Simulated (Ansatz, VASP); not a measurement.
Two plane-wave programs on SiC

Contents of INCAR:

```
SYSTEM = SiC
ALGO = Normal ; EDIFF = 1E-6
ENCUT = 520 ; GGA = PE
ISIF = 2 ; ISMEAR = 0
LASPH = .TRUE. ; LCHARG = .TRUE.
LELF = .TRUE. ; LREAL = .FALSE.
LVHAR = .TRUE. ; LWAVE = .FALSE.
NBANDS = 11 ; NELM = 60
PREC = Accurate ; SIGMA = 0.05
```

The input KPOINTS:

```
k-points
0
G
  12 12 12
  0 0 0
```

POSCAR

```
SiC
1.0
    0.0000000000      2.1060175116      2.3166192627
    2.1060175116      0.0000000000      2.3166192627
    2.1060175116      2.1060175116      0.0000000000
Si C
1 1
Direct
    0.0000000000      0.0000000000      0.0000000000
    0.7500000000      0.7500000000      0.7500000000
```

Input for Ansatz:

```yaml
crystal:
  lattice:
    - [0.0, 2.1060175116, 2.3166192627]
    - [2.1060175116, 0.0, 2.3166192627]
    - [2.1060175116, 2.1060175116, 0.0]
  atoms:
    - { symbol: Si, position: [0.0, 0.0, 0.0] }
    - { symbol: C, position: [0.75, 0.75, 0.75] }
basis:
  ecutwfc: 420
kpoints:
  mp_grid: { grid: [12, 12, 12] }
hamiltonian:
  xc: pbe
scf:
  occupations: { method: gaussian, width: 0.05 }
output:
  forces: true
  stress: true
  eigenvalues: true
```

Alike in both runs: task single point; functional PBE; k mesh 12 × 12 × 12; occupations gaussian, width 0.05 eV; no spin polarisation.

```csv
,VASP,Ansatz
version,VASP 6.6.1,Ansatz 0.2.0
potentials or method,"VASP PAW PBE potentials, release 64 (Si, C), cutoff 520 eV","scalar-relativistic, plane waves, PAW"
valence electrons in the cell,8,8
```

|  | VASP | Ansatz | Ansatz less VASP |
| --- | --- | --- | --- |
| gap on the k mesh at the Fermi level (eV) | 0.82 | 0.82 | +0.003 |
| least direct gap on the mesh (eV) | 4.46 | 4.47 | +0.004 |
| pressure (GPa) | 4.2 | 4.2 | +0.06 |
| traceless stress, the component that is largest in VASP (GPa) | -19.83 | -19.78 | +0.049 |

With one functional, cell and mesh, what is left measures potentials, basis and numerics.
